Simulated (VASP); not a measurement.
Runs of VASP 6.6.1 on BP. The structure is that of space group F-43m (No. 216), or close to it. The cells are those of the table. 

```tsv
cell	gap on the mesh (eV)	pressure (GPa)
a = 3.466 Å, angles 60.0°, 2 atoms	1.52	-23.5
a = 3.080 Å, angles 60.0°, 2 atoms	1.07	(a)
a = 3.274, b = 3.274, c = 3.209 Å, angles 60.7, 60.7, 58.7°, 2 atoms	1.00	-5.1
a = 3.145, b = 3.145, c = 3.080 Å, angles 60.7, 60.7, 58.6°, 2 atoms	0.81	(b)
a = 3.402, b = 3.402, c = 3.337 Å, angles 60.6, 60.6, 58.7°, 2 atoms	(c)	-18.2
```

Alike in all rows: task single point; level PBE; potentials or basis VASP PAW PBE potentials, release 64 (B, P); no spin polarisation; k mesh 10 × 10 × 10; cutoff (eV) 520; smearing gaussian 0.05 eV.

Problem. Fill in the values left out.

Solution. (a) 26.3; (b) 16.6; (c) 1.17.

A k mesh can miss the band edges.
